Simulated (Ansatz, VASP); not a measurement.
# One calculation of SnO, two programs

```xyz
8
Lattice="3.8202 0.0000 0.0000 0.0000 3.8202 0.0000 0.0000 0.0000 22.2261" Properties=species:S:1:pos:R:3 pbc="T T T"
Sn    2.8651    0.9550    4.5000
Sn    0.9550    2.8651    6.8630
Sn    1.9101    4.7752   10.6630
Sn    3.8202    2.8651   13.0261
O     0.9550    0.9550    5.6815
O     2.8651    2.8651    5.6815
O     3.8202    4.7752   11.8446
O     1.9101    2.8651   11.8446
```

Alike in both runs: task single point; functional PBE; dispersion D3(BJ); k mesh 7 × 7 × 1; occupations gaussian, width 0.05 eV; no spin polarisation.

```csv
,VASP,Ansatz
version,VASP 6.6.1,Ansatz 0.2.0
potentials or method,"VASP PAW PBE potentials, release 64 (Sn_d, O), cutoff 520 eV","scalar-relativistic, plane waves, PAW"
valence electrons in the cell,80,80
```

```tsv
	VASP	Ansatz	Ansatz less VASP
gap on the k mesh at the Fermi level (eV)	2.41	2.42	+0.007
least direct gap on the mesh (eV)	2.50	2.54	+0.044
rms of the force components (eV/Å)	0.051	0.023	-0.0281
```

Ansatz's warnings: xc potential rough in thin density.
